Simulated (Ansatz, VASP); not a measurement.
**One calculation of WS2, two programs**

File INCAR:

```
SYSTEM = WS2
PREC     = Accurate       ! precision mode
ENCUT    = 600            ! plane-wave cutoff, eV
EDIFF    = 1E-6           ! SCF threshold, eV
ISMEAR   = 0              ! smearing method
SIGMA    = 0.1            ! smearing width, eV
LREAL    = .FALSE.        ! projectors in reciprocal space
LASPH    = .TRUE.         ! aspherical terms in the spheres
NELM     = 60             ! most SCF steps
ALGO     = Normal         ! electronic algorithm
ISIF     = 3              ! what is computed and relaxed
LWAVE    = .FALSE.        ! write WAVECAR
LCHARG   = .FALSE.        ! write CHGCAR
GGA      = PE             ! functional
IBRION   = 2              ! ionic algorithm
NSW      = 90             ! ionic steps
EDIFFG   = -0.04          ! ionic threshold
```

File KPOINTS:

```
regular mesh
0
G
  6 6 4
  0 0 0
```

File POSCAR:

```
WS2
1.0
    3.0506631800      0.0000000000      0.0000000000
    0.0000000000      3.0506631800      0.0000000000
    0.0000000000      0.0000000000      6.3241450900
W S
1 2
Direct
    0.0000000000      0.0000000000      0.0000000000
    0.5000000000      0.5000000000      0.2843227100
    0.5000000000      0.5000000000      0.7156772900
```

Input for Ansatz:

```yaml
crystal:
  lattice:
    - [3.05066318, 0.0, 0.0]
    - [0.0, 3.05066318, 0.0]
    - [0.0, 0.0, 6.32414509]
  atoms:
    - { symbol: W, position: [0.0, 0.0, 0.0] }
    - { symbol: S, position: [0.5, 0.5, 0.28432271] }
    - { symbol: S, position: [0.5, 0.5, 0.71567729] }
basis:
  ecutwfc: 420
kpoints:
  mp_grid: { grid: [6, 6, 4] }
hamiltonian:
  xc: pbe
scf:
  occupations: { method: gaussian, width: 0.1 }
  lower_state_search: "off"
output:
  forces: true
  stress: true
  eigenvalues: true
relax:
  adjacent_minimum: "off"
  f_tol: 0.04
  max_steps: 70
  cell: { stress_tol: 0.4 }
```

Change from the starting cell: species swapped into the Ga2Cu type (P4/mmm, No. 123).

Alike in both runs: task relaxation of cell and atoms; functional PBE; k mesh 6 × 6 × 4; occupations gaussian, width 0.1 eV; no spin polarisation.

```csv
,VASP,Ansatz
version,VASP 6.6.1,Ansatz 0.2.0
potentials or method,"VASP PAW PBE potentials, release 64 (W_sv, S), cutoff 600 eV","scalar-relativistic, plane waves, PAW"
valence electrons in the cell,26,26
```

Ansatz gave:

| Property | Result |
| --- | --- |
| gap on the k mesh at the Fermi level, each at its own relaxed structure (eV) | none |
| relaxed volume (Å³/atom) | 20.32 |
| relaxed cell length with the largest relative difference (Å) | 6.958 |

Estimate VASP's values.

gap on the k mesh at the Fermi level, each at its own relaxed structure (eV): none; relaxed volume (Å³/atom): 20.06; relaxed cell length with the largest relative difference (Å): 6.860.

A gap of «none» marks a metal or a gap that the smearing closes.

Spin-orbit coupling is off throughout.
